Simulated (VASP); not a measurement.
Here is a VASP 6.6.1 calculation.

File INCAR:

```
PREC = Accurate
ENCUT = 600
EDIFF = 1E-6
ISMEAR = 0
SIGMA = 0.01
LREAL = False
LASPH = True
NELM = 120
ALGO = Normal
ISIF = 2
LWAVE = False
LCHARG = True
GGA = PS
LELF = True
LVHAR = True
NBANDS = 35
GGA_COMPAT = False
```

KPOINTS

```
regular mesh
0
Gamma
  6 6 6
```

File POSCAR:

```
SnO2
1.0
    5.7643143751     -0.0271717634      0.0000000513
    3.0485252464      4.8922952018      0.0000000513
   -4.4064198358     -2.4325617330      2.8096558802
Sn O
2 4
Direct
    0.7500000000      0.2500000000      0.5000000000
    0.0000000000      0.0000000000      0.0000000000
    0.7948785266      0.7948785266      0.0000000000
    0.9551214734      0.4551214734      0.5000000000
    0.2051214734      0.2051214734      0.0000000000
    0.5448785266      0.0448785266      0.5000000000
```

Potentials or basis: VASP PAW PBE potentials, release 64 (Sn_d, O).

Command:

```sh
$ cat potpaw_PBE.64/Sn_d/POTCAR potpaw_PBE.64/O/POTCAR > POTCAR
$ mpirun -np 1 vasp_std > vasp.out
```

(1) Estimate the largest force.

(2) What does it give for the band gap on the k mesh?

Answers

(1) 0.024 eV/Å.

(2) 1.86 eV, indirect (least direct gap 2.30 eV).

Caveat: the PAW data sets were made with another functional, which shifts forces and pressure a little; spin-orbit coupling is left out, which moves the levels of the heavy elements.
